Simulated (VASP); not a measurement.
Here is a VASP 6.6.1 calculation.

INCAR

```
PREC = Accurate
ENCUT = 520
EDIFF = 1E-6
ISMEAR = 0
SIGMA = 0.15
LREAL = False
LASPH = True
NELM = 60
ALGO = Normal
ISIF = 2
LWAVE = False
LCHARG = True
GGA = PE
LELF = True
LVHAR = True
NBANDS = 29
```

File KPOINTS:

```
Automatic mesh
0
Gamma
  14 14 14
```

File POSCAR:

```
TiSi2
1.0
    0.0000000000      4.1918344822      4.1647003358
    2.4368027150      0.0000000000      4.1647003358
    2.4368027150      4.1918344822      0.0000000000
Ti Si
2 4
Direct
    0.7500000000      0.7500000000      0.7500000000
    0.5000000000      0.5000000000      0.5000000000
    0.0868244589      0.4131755411      0.0868244589
    0.4131755411      0.0868244589      0.4131755411
    0.1631755411      0.8368244589      0.1631755411
    0.8368244589      0.1631755411      0.8368244589
```

Potentials or basis: VASP PAW PBE potentials, release 64 (Ti_sv, Si).

Run with:

```console
$ cat potpaw_PBE.64/Ti_sv/POTCAR potpaw_PBE.64/Si/POTCAR > POTCAR
$ mpirun -np 1 vasp_std > vasp.out
```

Q: Estimate the pressure.

A: 1.5 GPa.

Q: Estimate the largest force.

A: 0.050 eV/Å.

Q: What does it give for the band gap on the k mesh?

A: Zero (bands 20 and 21 overlap by 1.87 eV).

Forces in eV/Å, atoms in the order of the input:
```
Ti   0.000  0.000  0.000
Ti   0.000  0.000  0.000
Si   0.000 -0.050  0.000
Si   0.000  0.050  0.000
Si   0.000  0.050  0.000
Si   0.000 -0.050  0.000
```

Caveat: the stress differs along the axes, from -4 to 10 GPa.
